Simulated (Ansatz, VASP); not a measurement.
## One calculation of Sr2BN, two programs

```
Sr B N
1.0
     3.88221    0.00000    0.00000
    -1.94110    3.36209    0.00000
     0.00000    0.00000    6.71236
Sr B N
2 1 1
Direct
  0.33333 0.66667 0.79425
  0.66667 0.33333 0.20575
  0.00000 0.00000 0.50000
  0.00000 0.00000 0.00000
```

Alike in both runs: functional PBE; k mesh 12 × 12 × 8; occupations gaussian, width 0.1 eV; no spin polarisation.

Ansatz relaxed the structure, and its values are those at the end. VASP's run is a single point on that final structure, the one shown.

```csv
,VASP,Ansatz
version,VASP 6.6.1,Ansatz 0.2.0
potentials or method,"VASP PAW PBE potentials, release 64 (Sr_sv, B, N), cutoff 520 eV","scalar-relativistic, plane waves, PAW"
valence electrons in the cell,28,28
```

```csv
,VASP,Ansatz,Ansatz less VASP
gap on the k mesh at the Fermi level (eV),none,none,-
pressure (GPa),0.2,0.0,-0.23
rms of the force components (eV/Å),0.013,0.000,-0.0129
```

A gap of «none» marks a metal or a gap that the smearing closes.
